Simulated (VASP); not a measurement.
# Sn5PbSe6 (P4/mmm) in VASP: single point with PBE

Aim: the single point of Sn5PbSe6 with PBE.

Everything below comes from runs of VASP 6.6.1. Logs are shortened: lines on timing, memory, paths and dates and some standing lists are left out, and cuts for length are marked.

### 1 The cell of the first run

Symmetry: P4/mmm, No. 123, tetragonal system. The conventional cell has a = 4.315 Å, b = 4.315 Å, c = 18.307 Å, α = 90.00°, β = 90.00°, γ = 90.00°. Sn (site symmetry 4mm) has 6 Se at 3.05 Å within 4.0 Å. Sn (site symmetry 4mm) has 6 Se at 3.05 Å within 4.0 Å. Sn (site symmetry 4/mmm) has 6 Se at 3.05 Å within 4.0 Å. Within 4.0 Å of Pb (site symmetry 4/mmm) lie 6 Se at 3.05 Å. Within 4.0 Å of Se (site symmetry 4mm) lie 5 Sn at 3.05 Å and 1 Pb at 3.05 Å. Within 4.0 Å of Se (site symmetry 4/mmm) lie 4 Pb at 3.05 Å and 2 Sn at 3.05 Å. Se (site symmetry 4mm) has 6 Sn at 3.05 Å within 4.0 Å. Within 4.0 Å of Se (site symmetry 4/mmm) lie 6 Sn at 3.05 Å.

### 2 Single point, PBE

Contents of INCAR:

```
SYSTEM = Sn5PbSe6
PREC     = Accurate       ! precision mode
ENCUT    = 520            ! plane-wave cutoff, eV
EDIFF    = 1E-6           ! SCF threshold, eV
ISMEAR   = 0              ! smearing method
SIGMA    = 0.1            ! smearing width, eV
LREAL    = .FALSE.        ! projectors in reciprocal space
LASPH    = .TRUE.         ! aspherical terms in the spheres
NELM     = 80             ! most SCF steps
ALGO     = Normal         ! electronic algorithm
ISIF     = 2              ! what is computed and relaxed
LWAVE    = .FALSE.        ! write WAVECAR
LCHARG   = .TRUE.         ! write CHGCAR
GGA      = PE             ! functional
LELF     = .TRUE.         ! ELF
LVHAR    = .TRUE.       
NBANDS   = 72             ! bands
```

Contents of KPOINTS:

```
regular mesh
0
G
  4 4 1
  0 0 0
```

Contents of POSCAR:

```
Sn5PbSe6
1.0
    4.3151051300      0.0000000000      0.0000000000
    0.0000000000      4.3151051300      0.0000000000
    0.0000000000      0.0000000000     18.3074405900
Sn Pb Se
5 1 6
Direct
    0.0000000000      0.0000000000      0.6666666700
    0.5000000000      0.5000000000      0.8333333300
    0.5000000000      0.5000000000      0.1666666700
    0.0000000000      0.0000000000      0.3333333300
    0.5000000000      0.5000000000      0.5000000000
    0.0000000000      0.0000000000      0.0000000000
    0.0000000000      0.0000000000      0.8333333300
    0.5000000000      0.5000000000      0.0000000000
    0.0000000000      0.0000000000      0.1666666700
    0.5000000000      0.5000000000      0.3333333300
    0.0000000000      0.0000000000      0.5000000000
    0.5000000000      0.5000000000      0.6666666700
```

Potentials or basis: VASP PAW PBE potentials, release 64 (Sn_d, Pb_d, Se).

Command:

```
> cat potpaw_PBE.64/Sn_d/POTCAR potpaw_PBE.64/Pb_d/POTCAR potpaw_PBE.64/Se/POTCAR > POTCAR
> mpirun -np 1 vasp_std > vasp.out
```

OUTCAR:

```text
SYSTEM = Sn5PbSe6
   PREC = Accurate
   ENCUT = 520
   EDIFF = 1E-6
   ISMEAR = 0
   LREAL = .FALSE.
   LASPH = .TRUE.
   NELM = 80
   ISIF = 2
   GGA = PE

 ion  position               nearest neighbor table
   1  0.000  0.000  0.667-   7 3.05  12 3.05  12 3.05  12 3.05  12 3.05  11 3.05
   2  0.500  0.500  0.833-  12 3.05   7 3.05   7 3.05   7 3.05   7 3.05   8 3.05
   3  0.500  0.500  0.167-  10 3.05   9 3.05   9 3.05   9 3.05   9 3.05   8 3.05
   4  0.000  0.000  0.333-   9 3.05  10 3.05  10 3.05  10 3.05  10 3.05  11 3.05
   5  0.500  0.500  0.500-  11 3.05  11 3.05  11 3.05  11 3.05  12 3.05  10 3.05
   6  0.000  0.000  0.000-   8 3.05   8 3.05   8 3.05   8 3.05   9 3.05   7 3.05
   7  0.000  0.000  0.833-   1 3.05   2 3.05   2 3.05   2 3.05   2 3.05   6 3.05
   8  0.500  0.500  0.000-   6 3.05   6 3.05   6 3.05   6 3.05   2 3.05   3 3.05
   9  0.000  0.000  0.167-   4 3.05   3 3.05   3 3.05   3 3.05   3 3.05   6 3.05
  10  0.500  0.500  0.333-   3 3.05   4 3.05   4 3.05   4 3.05   4 3.05   5 3.05
  11  0.000  0.000  0.500-   5 3.05   5 3.05   5 3.05   5 3.05   1 3.05   4 3.05
  12  0.500  0.500  0.667-   2 3.05   1 3.05   1 3.05   1 3.05   1 3.05   5 3.05

  LATTYP: Found a simple tetragonal cell.
 ALAT       =     4.3151051300
 C/A-ratio  =     4.2426406863

  Lattice vectors:

 A1 = (   4.3151051300,   0.0000000000,   0.0000000000)
 A2 = (   0.0000000000,   4.3151051300,   0.0000000000)
 A3 = (   0.0000000000,   0.0000000000,  18.3074405900)

Analysis of symmetry for initial positions (statically):
=====================================================================
 Subroutine PRICEL returns:
 Original cell was already a primitive cell.

 Routine SETGRP: Setting up the symmetry group for a
 simple tetragonal supercell.

 Subroutine GETGRP returns: Found 16 space group operations
 (whereof 16 operations were pure point group operations)
 out of a pool of 16 trial point group operations.

The static configuration has the point symmetry D_4h.

Analysis of symmetry for dynamics (positions and initial velocities):
=====================================================================
 Subroutine PRICEL returns:
 Original cell was already a primitive cell.

 Routine SETGRP: Setting up the symmetry group for a
 simple tetragonal supercell.

 Subroutine GETGRP returns: Found 16 space group operations
 (whereof 16 operations were pure point group operations)
 out of a pool of 16 trial point group operations.

The dynamic configuration has the point symmetry D_4h.

 Subroutine INISYM returns: Found 16 space group operations
[... 110 lines left out ...]
   NUPDOWN=      -1.0000    fix difference up-down
   EMIN   =  10.00;   EMAX   =-10.00  energy-range for DOS
   EFERMI =   0.00;   METHOD = LEGACY
   ISMEAR =     0;   SIGMA  =   0.10  broadening in eV -4-tet -1-fermi 0-gaus
   EFERMI_NEDOS =   21; number of points for ismear=-14 and -15
   IALGO  =     38    algorithm
   IMIX   =      4    mixing-type and parameters
     AMIX     =   0.40;   BMIX     =  1.00
     AMIX_MAG =   1.60;   BMIX_MAG =  1.00
  volume/ion in A,a.u.               =      28.41       191.70
  Fermi-wavevector in a.u.,A,eV,Ry     =   1.155931  2.184392 18.179774  1.336176
  Thomas-Fermi vector in A             =   2.292555
   LORBIT       =      0    0 simple, 1 ext, 2 COOP (PROOUT), +10 PAW based schemes
   GGA     = PE    functional components
   LHFCALC =     F    Hartree Fock is set to
   AEXX    =    0.0000 exact exchange contribution
   IVDW    =     0    specifies the selected vdW correction
   LEPSILON=     F    determine dielectric tensor
   LRPA    =     F    only Hartree local field effects (RPA)
 non-spin polarized calculation
 Gauss-broadening in eV      SIGMA  =   0.10
  energy-cutoff  :      520.00
  volume of cell :      340.89
 maximum number of plane-waves:      9218
   NGX = 17   NGY = 17   NGZ = 69

 number of electron     120.0000043 magnetization

 Free energy of the ion-electron system (eV)
  ---------------------------------------------------
  ext. energy  EPLUGINS =         0.00000000
  ---------------------------------------------------
  free energy    TOTEN  =       -49.38699339 eV

  energy without entropy =      -49.38691823  energy(sigma->0) =      -49.38695581

 E-fermi :   5.3173     XC(G=0):  -9.4398

 val. band max:        5.0691960281   @ k =   0.5000   0.0000   0.0000
 cond. band min:       5.5642861132   @ k =   0.5000   0.0000   0.0000
 fundamental gap:      0.4950900851
 Fermi energy:         5.3172940897

 k-point     1 :       0.0000    0.0000    0.0000
  band No.  band energies     occupation
      1     -16.4505      2.00000
      2     -16.4501      2.00000
      3     -16.4484      2.00000
      4     -16.4441      2.00000
      5     -16.4419      2.00000
      6     -16.4415      2.00000
[... 439 lines left out ...]
     71      10.3399      0.00000
     72      10.3738      0.00000

------------------------ aborting loop because EDIFF is reached ----------------------------------------

  FORCE on cell =-STRESS in cart. coord.  units (eV):
  Direction    XX          YY          ZZ          XY          YZ          ZX
  --------------------------------------------------------------------------------------
  -------------------------------------------------------------------------------------
  Total        0.9023504      0.9023504     -4.3669287      0.0000000     -0.0000000      0.0000000
  in kB        4.2410694      4.2410694    -20.5246749      0.0000000     -0.0000000      0.0000000
  external PRESSURE =      -4.0141787 kB  Pullay stress =       0.0000000 kB

 VOLUME and BASIS-vectors are now :
 -----------------------------------------------------------------------------
  energy-cutoff  :      520.00
  volume of cell :      340.89
      direct lattice vectors                 reciprocal lattice vectors
     4.315105130  0.000000000  0.000000000     0.231744064  0.000000000  0.000000000
     0.000000000  4.315105130  0.000000000     0.000000000  0.231744064  0.000000000
     0.000000000  0.000000000 18.307440590     0.000000000  0.000000000  0.054622600

 POSITION                                       TOTAL-FORCE (eV/Angst)
 -----------------------------------------------------------------------------------
      0.00000      0.00000     12.20496         0.000000     -0.000000      0.005604
      2.15755      2.15755     15.25620        -0.000000      0.000000     -0.020142
      2.15755      2.15755      3.05124         0.000000      0.000000      0.020142
      0.00000      0.00000      6.10248         0.000000     -0.000000     -0.005604
      2.15755      2.15755      9.15372         0.000000     -0.000000     -0.000000
      0.00000      0.00000      0.00000         0.000000     -0.000000     -0.000000
      0.00000      0.00000     15.25620         0.000000     -0.000000     -0.212094
      2.15755      2.15755      0.00000         0.000000     -0.000000     -0.000000
      0.00000      0.00000      3.05124         0.000000     -0.000000      0.212094
      2.15755      2.15755      6.10248         0.000000     -0.000000     -0.002379
      0.00000      0.00000      9.15372         0.000000     -0.000000     -0.000000
      2.15755      2.15755     12.20496         0.000000      0.000000      0.002379
 -----------------------------------------------------------------------------------
    total drift:                                0.000000     -0.000000      0.000000

  FREE ENERGIE OF THE ION-ELECTRON SYSTEM (eV)
  ---------------------------------------------------
  free  energy   TOTEN  =       -49.3869933923 eV

  energy  without entropy=      -49.3869182273  energy(sigma->0) =      -49.38695581
```

stdout:

```text
POSCAR found type information on POSCAR SnPbSe
 POSCAR found :  3 types and      12 ions
 scaLAPACK will be used
 LDA part: xc-table for (Slater+PW92), standard interpolation
 POSCAR, INCAR and KPOINTS ok, starting setup
 FFT: planning ... GRIDC
 FFT: planning ... GRID_SOFT
 FFT: planning ... GRID
 WAVECAR not read
 entering main loop
```

It took 1.9 min on 1 thread of Intel Xeon Platinum 8488C (Sapphire Rapids), shared host; peak memory 0.43 GiB.

What came out:

| Item | Value |
| --- | --- |
| Free energy | -49.3870 eV |
| Pressure | -0.4 GPa |
| Largest force | 0.212 eV/Å |
| Band gap on the k mesh | 0.50 eV, direct |

Forces in eV/Å, atoms in the order of the input:
```
Sn   0.000  0.000  0.006
Sn   0.000  0.000 -0.020
Sn   0.000  0.000  0.020
Sn   0.000  0.000 -0.006
Sn   0.000  0.000  0.000
Pb   0.000  0.000  0.000
Se   0.000  0.000 -0.212
Se   0.000  0.000  0.000
Se   0.000  0.000  0.212
Se   0.000  0.000 -0.002
Se   0.000  0.000  0.000
Se   0.000  0.000  0.002
```

Caveat: spin-orbit coupling is left out, which moves the levels of the heavy elements.
